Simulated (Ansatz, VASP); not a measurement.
## Co: VASP beside Ansatz

```
Co
1.0
     0.00000    1.77246    1.77246
     1.77246    0.00000    1.77246
     1.77246    1.77246    0.00000
Co
1
Cartesian
  0.0000 0.0000 0.0000
```

Alike in both runs: functional revPBE; k mesh 15 × 15 × 15; occupations fermi-dirac, width 0.05 eV; collinear spin.

Ansatz relaxed the structure, and its values are those at the end. VASP's run is a single point on that final structure, the one shown.

|  | VASP | Ansatz |
| --- | --- | --- |
| version | VASP 6.6.1 | Ansatz 0.2.0 |
| potentials or method | VASP PAW PBE potentials, release 64 (Co), cutoff 520 eV | plane waves (420 eV) with PAW, scalar-relativistic |
| valence electrons in the cell | 9 | 17 |

```tsv
	VASP	Ansatz	Ansatz less VASP
pressure (GPa)	-0.5	0.0	+0.53
net moment per atom (μB)	1.67	1.68	+0.011
size of the moment on the site where the two differ most (μB)	1.69	1.75	+0.061
```

VASP's potentials were made for PBE, not for revPBE. Site moments also hang on the region over which each program counts them. With one functional, cell and mesh, what is left measures potentials, basis and numerics. VASP's potentials hold 9 valence electrons a cell and Ansatz's 17, so a difference there can come from the potentials and not from the codes.
